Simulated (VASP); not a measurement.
Input of a VASP 6.6.1 run:

INCAR

```
SYSTEM = In2Te2O
PREC     = Accurate       ! precision mode
ENCUT    = 520            ! plane-wave cutoff, eV
EDIFF    = 1E-6           ! SCF threshold, eV
ISMEAR   = 0              ! smearing method
SIGMA    = 0.1            ! smearing width, eV
LREAL    = .FALSE.        ! projectors in reciprocal space
LASPH    = .TRUE.         ! aspherical terms in the spheres
NELM     = 60             ! most SCF steps
ALGO     = Normal         ! electronic algorithm
ISIF     = 2              ! what is computed and relaxed
LWAVE    = .FALSE.        ! write WAVECAR
LCHARG   = .FALSE.        ! write CHGCAR
GGA      = PE             ! functional
NBANDS   = 30             ! bands
```

KPOINTS

```
Automatic mesh
0
G
  12 12 12
  0 0 0
```

Contents of POSCAR:

```
In2Te2O
1.0
   -2.1212299750      2.1212299750      8.2935320491
    2.1212299750     -2.1212299750      8.2935320491
    2.1212299750      2.1212299750     -8.2935320491
In Te O
2 2 1
Direct
    0.3167264582      0.3167264582      0.0000000000
    0.6832735418      0.6832735418      0.0000000000
    0.8756530008      0.8756530008      0.0000000000
    0.1243469992      0.1243469992      0.0000000000
    0.0000000000      0.0000000000      0.0000000000
```

Potentials or basis: VASP PAW PBE potentials, release 64 (In_d, Te, O).

The run is started by

```bash
$ cat potpaw_PBE.64/In_d/POTCAR potpaw_PBE.64/Te/POTCAR potpaw_PBE.64/O/POTCAR > POTCAR
$ mpirun -np 1 vasp_std > vasp.out
```

(1) Estimate the largest force.

(2) What does it give for the pressure?

## Answers

(1) 0.031 eV/Å.

(2) -0.1 GPa.
